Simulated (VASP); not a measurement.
# Sc (Fd-3m) in VASP: notebook

The runs below take Sc through single point, with PBEsol.

Everything below comes from runs of VASP 6.6.1. Logs are shortened: lines on timing, memory, paths and dates and some standing lists are left out, and cuts for length are marked.

## 1. The cell of the first run

The structure is cubic, space group Fd-3m (No. 227). Conventional cell: a = 6.044 Å, b = 6.044 Å, c = 6.044 Å, α = 90.00°, β = 90.00°, γ = 90.00°. Sc (site symmetry -43m) has 4 Sc at 2.62 Å within 3.5 Å.

This isn't the form of Sc at room conditions, which is hcp.

## 2. Single point, PBEsol (27.60 Å³/atom)

INCAR

```
SYSTEM = Sc
PREC     = Accurate       ! precision mode
ENCUT    = 520            ! plane-wave cutoff, eV
EDIFF    = 1E-6           ! SCF threshold, eV
ISMEAR   = -1             ! smearing method
SIGMA    = 0.05           ! smearing width, eV
LREAL    = .False.        ! projectors in reciprocal space
LASPH    = .True.         ! aspherical terms in the spheres
NELM     = 100            ! most SCF steps
ALGO     = Normal         ! electronic algorithm
ISIF     = 2              ! what is computed and relaxed
LWAVE    = .False.        ! write WAVECAR
LCHARG   = .True.         ! write CHGCAR
GGA      = PS             ! functional
LELF     = .True.         ! ELF
LVHAR    = .True.       
NBANDS   = 18             ! bands
```

KPOINTS

```
regular mesh
0
Gamma
  11 11 11
  0 0 0
```

POSCAR

```
Sc
1.0
    0.0000000000      3.0218988671      3.0218988671
    3.0218988671      0.0000000000      3.0218988671
    3.0218988671      3.0218988671      0.0000000000
Sc
2
Direct
   -0.1250000000     -0.1250000000     -0.1250000000
    0.1250000000      0.1250000000      0.1250000000
```

Potentials or basis: VASP PAW PBE potentials, release 64 (Sc_sv).

Command:

```sh
cat potpaw_PBE.64/Sc_sv/POTCAR > POTCAR
mpirun -np 1 vasp_std > vasp.out
```

OUTCAR:

```text
SYSTEM = Sc
   PREC = Accurate
   ENCUT = 520
   EDIFF = 1E-6
   ISMEAR = -1
   LREAL = .False.
   LASPH = .True.
   NELM = 100
   ISIF = 2
   GGA = PS

 ion  position               nearest neighbor table
   1  0.875  0.875  0.875-   2 2.62   2 2.62   2 2.62   2 2.62
   2  0.125  0.125  0.125-   1 2.62   1 2.62   1 2.62   1 2.62

  LATTYP: Found a face centered cubic cell.
 ALAT       =     6.0437977342

  Lattice vectors:

 A1 = (   0.0000000000,   3.0218988671,   3.0218988671)
 A2 = (   3.0218988671,   0.0000000000,   3.0218988671)
 A3 = (   3.0218988671,   3.0218988671,   0.0000000000)

Analysis of symmetry for initial positions (statically):
=====================================================================
 Subroutine PRICEL returns:
 Original cell was already a primitive cell.

 Routine SETGRP: Setting up the symmetry group for a
 face centered cubic supercell.

 Subroutine GETGRP returns: Found 48 space group operations
 (whereof 12 operations were pure point group operations)
 out of a pool of 48 trial point group operations.

The static configuration has the point symmetry D_3d.
 The point group associated with its full space group is O_h .

Analysis of symmetry for dynamics (positions and initial velocities):
=====================================================================
 Subroutine PRICEL returns:
 Original cell was already a primitive cell.

 Routine SETGRP: Setting up the symmetry group for a
 face centered cubic supercell.

 Subroutine GETGRP returns: Found 48 space group operations
 (whereof 12 operations were pure point group operations)
 out of a pool of 48 trial point group operations.

The dynamic configuration has the point symmetry D_3d.
 The point group associated with its full space group is O_h .

 Subroutine INISYM returns: Found 48 space group operations
 (whereof 12 operations are pure point group operations),
 and found     1 'primitive' translations

----------------------------------------------------------------------------------------

                                     Primitive cell

  volume of cell :      55.1912

  direct lattice vectors                    reciprocal lattice vectors
     0.000000000  3.021898867  3.021898867    -0.165458879  0.165458879  0.165458879
     3.021898867  0.000000000  3.021898867     0.165458879 -0.165458879  0.165458879
     3.021898867  3.021898867  0.000000000     0.165458879  0.165458879 -0.165458879

  length of vectors
     4.273610362  4.273610362  4.273610362     0.286583186  0.286583186  0.286583186

  position of ions in fractional coordinates (direct lattice)
     0.875000000  0.875000000  0.875000000
     0.125000000  0.125000000  0.125000000

  ion indices of the primitive-cell ions
   primitive index   ion index
                 1           1
                 2           2

----------------------------------------------------------------------------------------

 KPOINTS: regular mesh

Automatic generation of k-mesh.
 Grid dimensions read from file:
 generate k-points for:   11   11   11

 Generating k-lattice:

  Cartesian coordinates                     Fractional coordinates (reciprocal lattice)
    -0.015041716  0.015041716  0.015041716     0.090909091  0.000000000  0.000000000
     0.015041716 -0.015041716  0.015041716     0.000000000  0.090909091  0.000000000
     0.015041716  0.015041716 -0.015041716     0.000000000  0.000000000  0.090909091

  Length of vectors
     0.026053017  0.026053017  0.026053017

  Shift w.r.t. Gamma in fractional coordinates (k-lattice)
     0.000000000  0.000000000  0.000000000

 Subroutine IBZKPT returns following result:
 ===========================================

 Found     56 irreducible k-points:

 Following reciprocal coordinates:
            Coordinates               Weight
  0.000000  0.000000  0.000000      1.000000
  0.090909  0.000000  0.000000      8.000000
  0.181818  0.000000  0.000000      8.000000
  0.272727  0.000000  0.000000      8.000000
  0.363636  0.000000  0.000000      8.000000
  0.454545  0.000000  0.000000      8.000000
[... 16 lines left out ...]
 -0.272727  0.181818  0.000000     24.000000
 -0.181818  0.181818  0.000000     12.000000
 [... further k-points ...]
   k-points           NKPTS =     56   k-points in BZ     NKDIM =     56   number of bands    NBANDS=     18
   number of dos      NEDOS =    301   number of ions     NIONS =      2
   total plane-waves  NPLWV =  32768
   dimension x,y,z NGX =    32 NGY =   32 NGZ =   32
   dimension x,y,z NGXF=    64 NGYF=   64 NGZF=   64
   ions per type =               2
   NGX,Y,Z   is equivalent  to a cutoff of  12.45, 12.45, 12.45 a.u.
   NGXF,Y,Z  is equivalent  to a cutoff of  24.90, 24.90, 24.90 a.u.
 SYSTEM =  Sc
   PREC   = accura    normal or accurate (medium, high low for compatibility)
   ISTART =      0    job   : 0-new  1-cont  2-samecut
   ICHARG =      2    charge: 1-file 2-atom 10-const
   ISPIN  =      1    spin polarized calculation?
   LNONCOLLINEAR =      F non collinear calculations
   LSORBIT =      F    spin-orbit coupling
   LASPH  =      T    aspherical Exc in radial PAW
   ENCUT  =  520.0 eV  38.22 Ry    6.18 a.u.   7.95  7.95  7.95*2*pi/ulx,y,z
   NELM   =    100;   NELMIN=  2; NELMDL= -5     # of ELM steps
   EDIFF  = 0.1E-05   stopping-criterion for ELM
   LREAL  =      F    real-space projection
   EDIFFG = 0.1E-04   stopping-criterion for IOM
   NSW    =      0    number of steps for IOM
   IBRION =     -1    ionic relax: 0-MD 1-quasi-New 2-CG
   NFREE  =      0    steps in history (QN), initial steepest desc. (CG)
   ISIF   =      2    stress and relaxation
   ISYM   =      2    0-nonsym 1-usesym 2-fastsym
   POTIM  = 0.5000    time-step for ionic-motion
   TEBEG  =    0.0;   TEEND  =   0.0 temperature during run
   PSTRESS=    0.0 pullay stress
   NELECT =      22.0000    total number of electrons
   NUPDOWN=      -1.0000    fix difference up-down
   EMIN   =  10.00;   EMAX   =-10.00  energy-range for DOS
   EFERMI =   0.00;   METHOD = LEGACY
   ISMEAR =    -1;   SIGMA  =   0.05  broadening in eV -4-tet -1-fermi 0-gaus
   EFERMI_NEDOS =   21; number of points for ismear=-14 and -15
   IALGO  =     38    algorithm
   IMIX   =      4    mixing-type and parameters
     AMIX     =   0.40;   BMIX     =  1.00
     AMIX_MAG =   1.60;   BMIX_MAG =  1.00
  volume/ion in A,a.u.               =      27.60       186.22
  Fermi-wavevector in a.u.,A,eV,Ry     =   1.204830  2.276799 19.750428  1.451616
  Thomas-Fermi vector in A             =   2.340544
   LORBIT       =      0    0 simple, 1 ext, 2 COOP (PROOUT), +10 PAW based schemes
   GGA     = PS    functional components
   LHFCALC =     F    Hartree Fock is set to
   AEXX    =    0.0000 exact exchange contribution
   IVDW    =     0    specifies the selected vdW correction
   LEPSILON=     F    determine dielectric tensor
   LRPA    =     F    only Hartree local field effects (RPA)
 non-spin polarized calculation
  energy-cutoff  :      520.00
  volume of cell :       55.19
 maximum number of plane-waves:      1497
   NGX = 15   NGY = 15   NGZ = 15

 number of electron      21.9999997 magnetization

 Free energy of the ion-electron system (eV)
  ---------------------------------------------------
  ext. energy  EPLUGINS =         0.00000000
  ---------------------------------------------------
  free energy    TOTEN  =        -9.13899415 eV

  energy without entropy =       -9.10098126  energy(sigma->0) =       -9.11998770

 E-fermi :   2.6910     XC(G=0):  -9.3341

 val. band max:        2.6906131820   @ k =  -0.4545   0.4545   0.0909
 cond. band min:       2.6925807814   @ k =  -0.3636   0.4545   0.1818
 fundamental gap:      0.0019675995
 Fermi energy:         2.6909654158

 k-point     1 :       0.0000    0.0000    0.0000
  band No.  band energies     occupation
      1     -46.7942      2.00000
      2     -46.3259      2.00000
      3     -25.7241      2.00000
      4     -25.7241      2.00000
      5     -25.7241      2.00000
      6     -25.0252      2.00000
[... 10 lines left out ...]
     17       4.6920      0.00000
     18       7.0533      0.00000

 k-point     2 :       0.0909    0.0000    0.0000
  band No.  band energies     occupation
      1     -46.7873      2.00000
      2     -46.3332      2.00000
      3     -25.7318      2.00000
      4     -25.7318      2.00000
      5     -25.7247      2.00000
      6     -25.0259      2.00000
[... 10 lines left out ...]
     17       4.6788      0.00000
     18       7.0426      0.00000

 k-point     3 :       0.1818    0.0000    0.0000
  band No.  band energies     occupation
      1     -46.7674      2.00000
      2     -46.3537      2.00000
      3     -25.7517      2.00000
      4     -25.7517      2.00000
      5     -25.7269      2.00000
      6     -25.0275      2.00000
[... 10 lines left out ...]
     17       4.6928      0.00000
     18       7.0032      0.00000

 k-point     4 :       0.2727    0.0000    0.0000
  band No.  band energies     occupation
      1     -46.7380      2.00000
      2     -46.3840      2.00000
      3     -25.7761      2.00000
      4     -25.7761      2.00000
      5     -25.7305      2.00000
      6     -25.0286      2.00000
[... 10 lines left out ...]
     17       4.8599      0.00000
     18       6.9151      0.00000

 k-point     5 :       0.3636    0.0000    0.0000
  band No.  band energies     occupation
      1     -46.7055      2.00000
      2     -46.4173      2.00000
      3     -25.7973      2.00000
      4     -25.7973      2.00000
      5     -25.7346      2.00000
      6     -25.0286      2.00000
[... 10 lines left out ...]
     17       5.1846      0.00000
     18       6.7625      0.00000

 k-point     6 :       0.4545    0.0000    0.0000
  band No.  band energies     occupation
      1     -46.6821      2.00000
      2     -46.4412      2.00000
      3     -25.8094      2.00000
      4     -25.8094      2.00000
      5     -25.7374      2.00000
      6     -25.0282      2.00000
[... 10 lines left out ...]
     17       5.4853      0.00000
     18       6.5920      0.00000

 k-point     7 :       0.0909    0.0909    0.0000
  band No.  band energies     occupation
      1     -46.7849      2.00000
      2     -46.3356      2.00000
      3     -25.7411      2.00000
      4     -25.7411      2.00000
      5     -25.7105      2.00000
      6     -25.0408      2.00000
[... 10 lines left out ...]
     17       4.7028      0.00000
     18       6.9595      0.00000

 k-point     8 :       0.1818    0.0909    0.0000
  band No.  band energies     occupation
      1     -46.7692      2.00000
      2     -46.3519      2.00000
      3     -25.7620      2.00000
      4     -25.7613      2.00000
      5     -25.7003      2.00000
      6     -25.0534      2.00000
[... 10 lines left out ...]
     17       4.7390      0.00000
     18       6.8425      0.00000
[... 229 lines left out ...]
     17       5.2424      0.00000
     18       6.2890      0.00000

 k-point    20 :       0.4545    0.1818    0.0000
  band No.  band energies     occupation
      1     -46.6718      2.00000
      2     -46.4517      2.00000
      3     -25.8688      2.00000
      4     -25.8382      2.00000
      5     -25.6159      2.00000
      6     -25.1436      2.00000
[... 10 lines left out ...]
     17       5.4282      0.00000
     18       6.3233      0.00000

 k-point    21 :      -0.4545    0.1818    0.0000
  band No.  band energies     occupation
      1     -46.6546      2.00000
      2     -46.4692      2.00000
      3     -25.8850      2.00000
      4     -25.8358      2.00000
      5     -25.6145      2.00000
      6     -25.1440      2.00000
[... 10 lines left out ...]
     17       5.2178      0.00000
     18       6.5936      0.00000

 k-point    22 :      -0.3636    0.1818    0.0000
  band No.  band energies     occupation
      1     -46.6652      2.00000
      2     -46.4585      2.00000
      3     -25.8847      2.00000
      4     -25.8217      2.00000
      5     -25.6266      2.00000
      6     -25.1309      2.00000
[... 10 lines left out ...]
     17       5.5134      0.00000
     18       6.0982      0.00000

 k-point    23 :      -0.2727    0.1818    0.0000
  band No.  band energies     occupation
      1     -46.6946      2.00000
      2     -46.4285      2.00000
      3     -25.8664      2.00000
      4     -25.7992      2.00000
      5     -25.6500      2.00000
      6     -25.1068      2.00000
[... 10 lines left out ...]
     17       5.3366      0.00000
     18       6.1451      0.00000

 k-point    24 :      -0.1818    0.1818    0.0000
  band No.  band energies     occupation
      1     -46.7268      2.00000
      2     -46.3955      2.00000
      3     -25.8328      2.00000
      4     -25.7748      2.00000
      5     -25.6791      2.00000
      6     -25.0769      2.00000
[... 10 lines left out ...]
     17       4.9901      0.00000
     18       6.4739      0.00000

 [... further k-points ...]
[... 5 lines left out ...]
  --------------------------------------------------------------------------------------
  -------------------------------------------------------------------------------------
  Total        0.5916206      0.5916206      0.5916206      0.0000000      0.0000000      0.0000000
  in kB       17.1744998     17.1744998     17.1744998      0.0000000      0.0000000      0.0000000
  external PRESSURE =      17.1744998 kB  Pullay stress =       0.0000000 kB

 VOLUME and BASIS-vectors are now :
 -----------------------------------------------------------------------------
  energy-cutoff  :      520.00
  volume of cell :       55.19
      direct lattice vectors                 reciprocal lattice vectors
     0.000000000  3.021898867  3.021898867    -0.165458879  0.165458879  0.165458879
     3.021898867  0.000000000  3.021898867     0.165458879 -0.165458879  0.165458879
     3.021898867  3.021898867  0.000000000     0.165458879  0.165458879 -0.165458879

 POSITION                                       TOTAL-FORCE (eV/Angst)
 -----------------------------------------------------------------------------------
      5.28832      5.28832      5.28832         0.000000     -0.000000     -0.000000
      0.75547      0.75547      0.75547        -0.000000      0.000000      0.000000
 -----------------------------------------------------------------------------------
    total drift:                                0.000000      0.000000     -0.000000

  FREE ENERGIE OF THE ION-ELECTRON SYSTEM (eV)
  ---------------------------------------------------
  free  energy   TOTEN  =        -9.1389941505 eV

  energy  without entropy=       -9.1009812587  energy(sigma->0) =       -9.11998770
```

It took 66 s on 1 thread of Intel Xeon 8259CL, shared host; peak memory 0.19 GiB.

Results:

| Property | Result |
| --- | --- |
| Free energy | -9.1390 eV |
| Pressure | 1.7 GPa |
| Band gap on the k mesh | zero (bands 11 and 12 overlap by 0.76 eV) |

Levels at points of the mesh, in eV from the Fermi level:
| k point | band 7 | band 8 | band 9 | band 10 | band 11 | band 12 | band 13 | band 14 | band 15 | band 16 |
| --- | --- | --- | --- | --- | --- | --- | --- | --- | --- | --- |
| (0.00, 0.00, 0.00) | -27.72 | -27.72 | -4.34 | -0.12 | -0.12 | 0.35 | 0.35 | 0.35 | 2.00 | 2.00 |

Caveat: the PAW data sets were made with another functional, which shifts forces and pressure a little.

## 3. Single point, PBEsol

This run uses another cell than the first one, of 30.66 Å³/atom.

INCAR

```
SYSTEM = Sc
PREC = Accurate ; ENCUT = 520
EDIFF = 1E-7 ; ISMEAR = -1
SIGMA = 0.05 ; LREAL = .False.
LASPH = .True. ; NELM = 80
ALGO = Normal ; ISIF = 2
LWAVE = .False. ; LCHARG = .False.
GGA = PS ; NBANDS = 18
```

KPOINTS is that of step 2.

POSCAR

```
Sc
1.0
    0.0000000000      3.1299141298      3.1299141298
    3.1299141298      0.0000000000      3.1299141298
    3.1299141298      3.1299141298      0.0000000000
Sc
2
Direct
   -0.1250000000     -0.1250000000     -0.1250000000
    0.1250000000      0.1250000000      0.1250000000
```

Potentials or basis: VASP PAW PBE potentials, release 64 (Sc_sv).

Command:

```sh
cat potpaw_PBE.64/Sc_sv/POTCAR > POTCAR
mpirun -np 1 vasp_std > vasp.out
```

It took 2.3 min on 1 thread of Intel Xeon 8259CL, shared host; peak memory 0.22 GiB.

The run converged. Its results:

- Free energy: -9.1769 eV
- Pressure: 0.0 GPa
- Band gap on the k mesh: zero (bands 11 and 12 overlap by 0.60 eV)

Levels at points of the mesh, in eV from the Fermi level:
| k point | band 7 | band 8 | band 9 | band 10 | band 11 | band 12 | band 13 | band 14 | band 15 | band 16 |
| --- | --- | --- | --- | --- | --- | --- | --- | --- | --- | --- |
| (0.00, 0.00, 0.00) | -27.96 | -27.96 | -4.22 | -0.05 | -0.05 | 0.27 | 0.27 | 0.27 | 1.79 | 1.79 |

Caveat: the PAW data sets were made with another functional, which shifts forces and pressure a little.
